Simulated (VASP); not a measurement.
Input of a VASP 6.6.1 run:

Contents of INCAR:

```
SYSTEM = NaTiPt2
  PREC = Accurate
  ENCUT = 500
  EDIFF = 1E-6
  ISMEAR = 0
  SIGMA = 0.1
  LREAL = .False.
  LASPH = .True.
  NELM = 120
  ALGO = Normal
  ISIF = 2
  LWAVE = .False.
  LCHARG = .False.
  GGA = PE
  NBANDS = 28
  GGA_COMPAT = .False.
```

The input KPOINTS:

```
regular mesh
0
Gamma
  4 4 4
  0 0 0
```

Contents of POSCAR:

```
NaTiPt2
1.0
    4.5175000700      0.0000000000      0.0000000000
    0.0000000000      4.5175000700      0.0000000000
    0.0000000000      0.0000000000      3.9709526100
Na Ti Pt
1 1 2
Direct
    0.0000000000      0.0000000000      0.5000000000
    0.5000000000      0.5000000000      0.0000000000
    0.0000000000      0.5000000000      0.5000000000
    0.5000000000      0.0000000000      0.5000000000
```

Potentials or basis: VASP PAW PBE potentials, release 64 (Na_pv, Ti_sv, Pt).

The run is started by

```console
$ cat potpaw_PBE.64/Na_pv/POTCAR potpaw_PBE.64/Ti_sv/POTCAR potpaw_PBE.64/Pt/POTCAR > POTCAR
$ mpirun -np 1 vasp_std > vasp.out
```

What does it give for the pressure?

2.1 GPa.

Estimate the band gap on the k mesh.

zero (an odd number of electrons rules out a gap without spin polarisation).

Stress tensor (GPa, compression positive):
```
 13.57   0.00   0.00
  0.00  13.57   0.00
  0.00   0.00 -20.76
```

Caveat: the k points lie up to 0.40 Å⁻¹ apart, too coarse for converged energies and pressures of a metal; spin-orbit coupling is left out, which moves the levels of the heavy elements.
